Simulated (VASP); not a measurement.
# InAs (I-4m2) in VASP: further runs

Runs on InAs. Level: r2SCAN. Tasks: single point.

Program: VASP 6.6.1. These are calculated values, not measurements. Logs are shortened: lines on timing, memory, paths and dates and some standing lists are left out, and cuts for length are marked.

## (1) The cell of the first run

The structure is tetragonal, space group I-4m2 (No. 119). The conventional cell has a = 4.937 Å, b = 4.937 Å, c = 4.538 Å, α = 90.00°, β = 90.00°, γ = 90.00°. In (site symmetry -4m2) has 4 As at 2.72 Å within 3.6 Å. Within 3.6 Å of As (site symmetry -4m2) lie 4 In at 2.72 Å.

## (2) Single point, r2SCAN

POSCAR reads:

```
InAs
1.0
    0.0000000000      3.4909529960      2.2691194474
    3.4909529960      0.0000000000      2.2691194474
    3.4909529960      3.4909529960      0.0000000000
In As
1 1
Direct
    0.0000000000      0.0000000000      0.0000000000
    0.7500000000      0.7500000000      0.7500000000
```

INCAR.step1 reads:

```
ALGO = Normal
EDIFF = 1E-4
ENCUT = 520
GGA = PE
ISMEAR = 0
LASPH = T
LCHARG = F
LREAL = F
LWAVE = T
NBANDS = 16
NELM = 80
PREC = Accurate
SIGMA = 0.03
```

INCAR.step2 reads:

```
ALGO = Normal
EDIFF = 1E-7
ENCUT = 520
ISIF = 2
ISMEAR = 0
ISTART = 1
LASPH = T
LCHARG = F
LMIXTAU = T
LREAL = F
LWAVE = F
METAGGA = R2SCAN
NBANDS = 16
NELM = 80
PREC = Accurate
SIGMA = 0.03
```

KPOINTS reads:

```
k-points
0
Gamma
  10 10 10
```

Potentials or basis: VASP PAW PBE potentials, release 64 (In_d, As).

Run with:

```bash
cat potpaw_PBE.64/In_d/POTCAR potpaw_PBE.64/As/POTCAR > POTCAR
cp INCAR.step1 INCAR
mpirun -np 1 vasp_std > vasp.out
cp INCAR.step2 INCAR
mpirun -np 1 vasp_std > vasp.out
```

OUTCAR:

```text
EDIFF = 1E-7
   ENCUT = 520
   ISIF = 2
   ISMEAR = 0
   ISTART = 1
   LASPH = T
   LREAL = F
   METAGGA = R2SCAN
   NELM = 80
   PREC = Accurate

 ion  position               nearest neighbor table
   1  0.000  0.000  0.000-   2 2.72   2 2.72   2 2.72   2 2.72
   2  0.750  0.750  0.750-   1 2.72   1 2.72   1 2.72   1 2.72

  LATTYP: Found a body centered tetragonal cell.
 ALAT       =     4.9369530726
 C/A-ratio  =     0.9192388155

  Lattice vectors:

 A1 = (   0.0000000000,  -3.4909529960,  -2.2691194474)
 A2 = (   0.0000000000,   3.4909529960,  -2.2691194474)
 A3 = (   3.4909529960,   0.0000000000,   2.2691194474)

Analysis of symmetry for initial positions (statically):
=====================================================================
 Subroutine PRICEL returns:
 Original cell was already a primitive cell.

 Routine SETGRP: Setting up the symmetry group for a
 body centered tetragonal supercell.

 Subroutine GETGRP returns: Found  8 space group operations
 (whereof  8 operations were pure point group operations)
 out of a pool of 16 trial point group operations.

The static configuration has the point symmetry D_2d.

Analysis of symmetry for dynamics (positions and initial velocities):
=====================================================================
 Subroutine PRICEL returns:
 Original cell was already a primitive cell.

 Routine SETGRP: Setting up the symmetry group for a
 body centered tetragonal supercell.

 Subroutine GETGRP returns: Found  8 space group operations
 (whereof  8 operations were pure point group operations)
 out of a pool of 16 trial point group operations.

The dynamic configuration has the point symmetry D_2d.

 Subroutine INISYM returns: Found  8 space group operations
 (whereof  8 operations are pure point group operations),
 and found     1 'primitive' translations

----------------------------------------------------------------------------------------

                                     Primitive cell

  volume of cell :      55.3064

  direct lattice vectors                    reciprocal lattice vectors
     0.000000000  3.490952996  2.269119447    -0.143227365  0.143227365  0.220349793
     3.490952996  0.000000000  2.269119447     0.143227365 -0.143227365  0.220349793
[... 76 lines left out ...]
   PREC   = accura    normal or accurate (medium, high low for compatibility)
   ISTART =      1    job   : 0-new  1-cont  2-samecut
   ICHARG =      0    charge: 1-file 2-atom 10-const
   ISPIN  =      1    spin polarized calculation?
   LNONCOLLINEAR =      F non collinear calculations
   LSORBIT =      F    spin-orbit coupling
   LASPH  =      T    aspherical Exc in radial PAW
   ENCUT  =  520.0 eV  38.22 Ry    6.18 a.u.   7.74  7.74  9.18*2*pi/ulx,y,z
   NELM   =     80;   NELMIN=  2; NELMDL=  0     # of ELM steps
   EDIFF  = 0.1E-06   stopping-criterion for ELM
   LREAL  =      F    real-space projection
   EDIFFG = 0.1E-05   stopping-criterion for IOM
   NSW    =      0    number of steps for IOM
   IBRION =     -1    ionic relax: 0-MD 1-quasi-New 2-CG
   NFREE  =      0    steps in history (QN), initial steepest desc. (CG)
   ISIF   =      2    stress and relaxation
   ISYM   =      2    0-nonsym 1-usesym 2-fastsym
   POTIM  = 0.5000    time-step for ionic-motion
   TEBEG  =    0.0;   TEEND  =   0.0 temperature during run
   PSTRESS=    0.0 pullay stress
   NELECT =      18.0000    total number of electrons
   NUPDOWN=      -1.0000    fix difference up-down
   EMIN   =  10.00;   EMAX   =-10.00  energy-range for DOS
   EFERMI =   0.00;   METHOD = LEGACY
   ISMEAR =     0;   SIGMA  =   0.03  broadening in eV -4-tet -1-fermi 0-gaus
   EFERMI_NEDOS =   21; number of points for ismear=-14 and -15
   IALGO  =     38    algorithm
   IMIX   =      4    mixing-type and parameters
     AMIX     =   0.40;   BMIX     =  1.00
     AMIX_MAG =   1.60;   BMIX_MAG =  1.00
  volume/ion in A,a.u.               =      27.65       186.61
  Fermi-wavevector in a.u.,A,eV,Ry     =   1.126092  2.128005 17.253320  1.268083
  Thomas-Fermi vector in A             =   2.262772
   LORBIT       =      0    0 simple, 1 ext, 2 COOP (PROOUT), +10 PAW based schemes
   METAGGA = R2SCAN    functional components
   LHFCALC =     F    Hartree Fock is set to
   AEXX    =    0.0000 exact exchange contribution
   IVDW    =     0    specifies the selected vdW correction
   LEPSILON=     F    determine dielectric tensor
   LRPA    =     F    only Hartree local field effects (RPA)
 non-spin polarized calculation
 Gauss-broadening in eV      SIGMA  =   0.03
  energy-cutoff  :      520.00
  volume of cell :       55.31
 maximum number of plane-waves:      1516
   NGX = 15   NGY = 15   NGZ = 19

 number of electron      17.9999994 magnetization

 Free energy of the ion-electron system (eV)
  ---------------------------------------------------
  ext. energy  EPLUGINS =         0.00000000
  ---------------------------------------------------
  free energy    TOTEN  =       -37.59784597 eV

  energy without entropy =      -37.59734801  energy(sigma->0) =      -37.59759699

 E-fermi :   4.5024     XC(G=0):  -9.7735

 val. band max:        4.4993408227   @ k =   0.5000   0.4000   0.0000
 cond. band min:       4.5064570930   @ k =   0.2000   0.0000   0.1000
 fundamental gap:      0.0071162703
 Fermi energy:         4.5024116254

 k-point     1 :       0.0000    0.0000    0.0000
  band No.  band energies     occupation
      1     -10.6216      2.00000
      2     -10.6216      2.00000
      3     -10.5970      2.00000
      4     -10.5346      2.00000
      5     -10.4815      2.00000
      6      -7.6737      2.00000
[... 433 lines left out ...]
      3     -10.5771      2.00000
      4     -10.5739      2.00000
      5     -10.4275      2.00000
      6      -5.7486      2.00000
[... 8 lines left out ...]
     15      14.8094      0.00000
     16      18.8224      0.00000

 [... further k-points ...]
[... 5 lines left out ...]
  --------------------------------------------------------------------------------------
  -------------------------------------------------------------------------------------
  Total       -1.5261636     -1.5261636      0.9223486      0.0000000     -0.0000000      0.0000000
  in kB      -44.2116081    -44.2116081     26.7196238      0.0000000     -0.0000000      0.0000000
  external PRESSURE =     -20.5678641 kB  Pullay stress =       0.0000000 kB

 VOLUME and BASIS-vectors are now :
 -----------------------------------------------------------------------------
  energy-cutoff  :      520.00
  volume of cell :       55.31
      direct lattice vectors                 reciprocal lattice vectors
     0.000000000  3.490952996  2.269119447    -0.143227365  0.143227365  0.220349793
     3.490952996  0.000000000  2.269119447     0.143227365 -0.143227365  0.220349793
     3.490952996  3.490952996  0.000000000     0.143227365  0.143227365 -0.220349793

 POSITION                                       TOTAL-FORCE (eV/Angst)
 -----------------------------------------------------------------------------------
      0.00000      0.00000      0.00000         0.000000      0.000000      0.000000
      5.23643      5.23643      3.40368        -0.000000     -0.000000     -0.000000
 -----------------------------------------------------------------------------------
    total drift:                                0.000016      0.000016     -0.000030

  FREE ENERGIE OF THE ION-ELECTRON SYSTEM (eV)
  ---------------------------------------------------
  free  energy   TOTEN  =       -37.5978459729 eV

  energy  without entropy=      -37.5973480065  energy(sigma->0) =      -37.59759699
```

OUTCAR.step1:

```text
EDIFF = 1E-4
   ENCUT = 520
   GGA = PE
   ISMEAR = 0
   LASPH = T
[... 677 lines left out ...]
 -----------------------------------------------------------------------------------
      0.00000      0.00000      0.00000         0.000000      0.000000     -0.000000
      5.23643      5.23643      3.40368        -0.000000     -0.000000      0.000000
 -----------------------------------------------------------------------------------
    total drift:                               -0.000000     -0.000000     -0.000000

  FREE ENERGIE OF THE ION-ELECTRON SYSTEM (eV)
  ---------------------------------------------------
  free  energy   TOTEN  =        -7.3137990490 eV

  energy  without entropy=       -7.3136524337  energy(sigma->0) =       -7.31372574
```

OSZICAR.step1:

```text
N       E                     dE             d eps       ncg     rms          rms(c)
DAV:   1     0.112336398978E+03    0.11234E+03   -0.83178E+03  3272   0.121E+03
DAV:   2    -0.189010630782E+00   -0.11253E+03   -0.10823E+03  3672   0.295E+02
DAV:   3    -0.739867253291E+01   -0.72097E+01   -0.71619E+01  4216   0.726E+01
DAV:   4    -0.758228775482E+01   -0.18362E+00   -0.18358E+00  4024   0.129E+01
DAV:   5    -0.759024817120E+01   -0.79604E-02   -0.79603E-02  4808   0.226E+00    0.387E+00
DAV:   6    -0.733235692244E+01    0.25789E+00   -0.43512E-01  4976   0.997E+00    0.208E+00
DAV:   7    -0.731478715781E+01    0.17570E-01   -0.81386E-02  4432   0.233E+00    0.707E-01
DAV:   8    -0.731361562544E+01    0.11715E-02   -0.87009E-03  4120   0.995E-01    0.139E-01
DAV:   9    -0.731379601464E+01   -0.18039E-03   -0.75711E-04  4376   0.250E-01    0.949E-02
DAV:  10    -0.731379904903E+01   -0.30344E-05   -0.57395E-05  2248   0.110E-01
   1 F= -.73137990E+01 E0= -.73137257E+01  d E =-.146615E-03
```

Wall time 4.6 min (1 thread of Intel Xeon Platinum 8488C (Sapphire Rapids), shared host); peak memory 0.27 GiB.

What came out:

- Free energy: -37.5978 eV
- Pressure: -2.1 GPa
- Band gap on the k mesh: zero (bands 9 and 10 overlap by 0.81 eV)

Levels at points of the mesh, in eV from the Fermi level:
```tsv
k point	band 7	band 8	band 9	band 10	band 11	band 12
(0.00, 0.00, 0.00)	-0.78	-0.78	-0.73	0.57	4.57	5.42
(0.50, 0.00, 0.00)	-5.72	-2.05	-0.69	0.02	3.75	5.58
(0.50, 0.50, 0.00)	-4.33	-3.71	-3.71	0.00	1.47	9.57
(0.50, 0.00, 0.50)	-6.61	-1.22	-1.04	2.66	3.85	6.48
```

Caveat: the stress differs along the axes, from -4 to 3 GPa; the PAW data sets were made with another functional, which shifts forces and pressure a little; spin-orbit coupling is left out, which moves the levels of the heavy elements.

## (3) Single point, r2SCAN

This run uses another cell than the first one, of the same volume but with other edges.

POSCAR reads:

```
InAs
1.0
    0.0000000000      2.6417073254      3.9625609880
    2.6417073254      0.0000000000      3.9625609880
    2.6417073254      2.6417073254      0.0000000000
In As
1 1
Direct
    0.0000000000      0.0000000000      0.0000000000
    0.7500000000      0.7500000000      0.7500000000
```

INCAR.step1 reads:

```
PREC     = Accurate       # precision mode
ENCUT    = 520            # plane-wave cutoff, eV
ISMEAR   = 0              # smearing method
SIGMA    = 0.03           # smearing width, eV
LREAL    = F              # projectors in reciprocal space
LASPH    = T              # aspherical terms in the spheres
NELM     = 100            # most SCF steps
NBANDS   = 16             # bands
GGA      = PE             # functional
ALGO     = Normal         # electronic algorithm
EDIFF    = 1E-4           # SCF threshold, eV
LWAVE    = T              # write WAVECAR
LCHARG   = F              # write CHGCAR
```

INCAR.step2 reads:

```
PREC     = Accurate       # precision mode
ENCUT    = 520            # plane-wave cutoff, eV
EDIFF    = 1E-6           # SCF threshold, eV
ISMEAR   = 0              # smearing method
SIGMA    = 0.03           # smearing width, eV
LREAL    = F              # projectors in reciprocal space
LASPH    = T              # aspherical terms in the spheres
NELM     = 100            # most SCF steps
ALGO     = Normal         # electronic algorithm
ISIF     = 2              # what is computed and relaxed
LWAVE    = F              # write WAVECAR
LCHARG   = T              # write CHGCAR
METAGGA  = R2SCAN         # meta-GGA
LMIXTAU  = T            
LELF     = T              # ELF
LVHAR    = T            
NBANDS   = 16             # bands
ISTART   = 1
```

KPOINTS reads:

```
Automatic mesh
0
Gamma
  10 10 10
```

Potentials or basis: VASP PAW PBE potentials, release 64 (In_d, As).

Run with:

```bash
cat potpaw_PBE.64/In_d/POTCAR potpaw_PBE.64/As/POTCAR > POTCAR
cp INCAR.step1 INCAR
mpirun -np 1 vasp_std > vasp.out
cp INCAR.step2 INCAR
mpirun -np 1 vasp_std > vasp.out
```

Wall time 3.7 min (1 thread of Intel Xeon Platinum 8488C (Sapphire Rapids), shared host); peak memory 0.25 GiB.

It converged, with:

| Property | Result |
| --- | --- |
| Free energy | -37.0889 eV |
| Pressure | 0.2 GPa |
| Band gap on the k mesh | zero (bands 9 and 10 overlap by 0.48 eV) |

Stress tensor (GPa, compression positive):
```
  5.73   0.00   0.00
  0.00   5.73   0.00
  0.00   0.00 -10.72
```

Levels at points of the mesh, in eV from the Fermi level:
| k point | band 5 | band 6 | band 7 | band 8 | band 9 | band 10 | band 11 | band 12 | band 13 | band 14 |
| --- | --- | --- | --- | --- | --- | --- | --- | --- | --- | --- |
| (0.00, 0.00, 0.00) | -15.46 | -12.70 | -2.79 | -2.05 | 0.31 | 0.31 | 4.18 | 4.18 | 5.00 | 5.96 |
| (0.50, 0.00, 0.00) | -15.40 | -11.22 | -6.28 | -2.99 | -1.01 | 0.21 | 5.24 | 6.05 | 6.11 | 8.38 |
| (0.50, 0.50, 0.00) | -15.44 | -11.60 | -7.86 | -1.03 | -1.03 | 3.19 | 4.08 | 6.35 | 8.49 | 8.49 |
| (0.50, 0.00, 0.50) | -15.39 | -10.30 | -5.38 | -3.33 | -3.19 | 0.62 | 0.63 | 5.45 | 6.37 | 7.03 |

Caveat: the stress differs along the axes, from -11 to 6 GPa; semilocal functionals underestimate gaps, and a narrow one can read as zero; the PAW data sets were made with another functional, which shifts forces and pressure a little; spin-orbit coupling is left out, which moves the levels of the heavy elements.

(Continued in part 2 of 2.)

The gap in the log of VASP goes by the Fermi energy; the results here count the filled bands.